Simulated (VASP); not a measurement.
Wanted: the native input for a VASP 6.6.1 run.

```yaml
Task: single point
Functional: PBE
Potentials_or_basis: VASP PAW PBE potentials, release 64 (Li_sv)
Cutoff: 520 eV
k_mesh: 11 × 11 × 11
Occupations: fermi-dirac, width 0.05 eV
Spin: no spin polarisation
Dipole_correction: no
Further_INCAR_settings: ALGO = Fast; EDIFF = 1e-06; NBANDS = 8
```

The structure of Li lies in POSCAR:

```
Li
1.0
   -1.7428734707      1.7428734707      1.7428734707
    1.7428734707     -1.7428734707      1.7428734707
    1.7428734707      1.7428734707     -1.7428734707
Li
1
Direct
    0.0000000000      0.0000000000      0.0000000000
```

This cell differs from its parent crystal: volume scaled by 0.98.

One way to write it, as run:

INCAR

```
SYSTEM = Li
ALGO = Fast
EDIFF = 1E-6
ENCUT = 520
GGA = PE
ISIF = 2
ISMEAR = -1
LASPH = .True.
LCHARG = .False.
LREAL = .False.
LWAVE = .False.
NBANDS = 8
NELM = 60
PREC = Accurate
SIGMA = 0.05
```

KPOINTS

```
k-points
0
Gamma
  11 11 11
  0 0 0
```

Potentials or basis: VASP PAW PBE potentials, release 64 (Li_sv).

Command:

```console
$ cat potpaw_PBE.64/Li_sv/POTCAR > POTCAR
$ mpirun -np 1 vasp_std > vasp.out
```

It took 7.8 s on 1 thread of Intel(R) Xeon(R) Platinum 8259CL CPU @ 2.50GHz (Skylake/Cascade Lake), on a shared host, peak memory 0.12 GiB.
